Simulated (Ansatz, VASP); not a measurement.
# One calculation of KBr, two programs

Contents of INCAR:

```
SYSTEM = KBr
ALGO = Normal
EDIFF = 1E-7
ENCUT = 520
GGA = PS
ISIF = 2
ISMEAR = 0
LASPH = .True.
LCHARG = .True.
LELF = .True.
LREAL = .False.
LVHAR = .True.
LWAVE = .False.
NBANDS = 15
NELM = 100
PREC = Accurate
SIGMA = 0.05
```

The input KPOINTS:

```
k-points
0
Gamma
  8 8 8
  0 0 0
```

The input POSCAR:

```
KBr
1.0
   -1.0409841071      2.8627062946      2.8627062946
    2.8627062946     -1.0409841071      2.8627062946
    2.8627062946      2.8627062946     -1.0409841071
K Br
1 1
Direct
    0.0000000000      0.0000000000      0.0000000000
    0.5000000000      0.5000000000      0.5000000000
```

Input for Ansatz:

```yaml
crystal:
  lattice:
    - [-1.0409841071, 2.8627062946, 2.8627062946]
    - [2.8627062946, -1.0409841071, 2.8627062946]
    - [2.8627062946, 2.8627062946, -1.0409841071]
  atoms:
    - { symbol: K, position: [0.0, 0.0, 0.0] }
    - { symbol: Br, position: [0.5, 0.5, 0.5] }
basis:
  ecutwfc: 420
kpoints:
  mp_grid: { grid: [8, 8, 8] }
hamiltonian:
  xc: pbesol
scf:
  occupations: { method: gaussian, width: 0.05 }
output:
  forces: true
  stress: true
  eigenvalues: true
```

Alike in both runs: task single point; functional PBEsol; k mesh 8 × 8 × 8; occupations gaussian, width 0.05 eV; no spin polarisation.

```csv
,VASP,Ansatz
version,VASP 6.6.1,Ansatz 0.2.0
potentials or method,"VASP PAW PBE potentials, release 64 (K_sv, Br), cutoff 520 eV","scalar-relativistic, plane waves, PAW"
valence electrons in the cell,16,16
```

```tsv
	VASP	Ansatz	Ansatz less VASP
gap on the k mesh at the Fermi level (eV)	3.63	3.63	+0.002
least direct gap on the mesh (eV)	3.64	3.64	+0.001
pressure (GPa)	-1.6	-1.6	-0.02
traceless stress, the component that is largest in VASP (GPa)	0.23	0.23	+0.007
```

VASP's potentials were made for PBE, not for PBEsol.
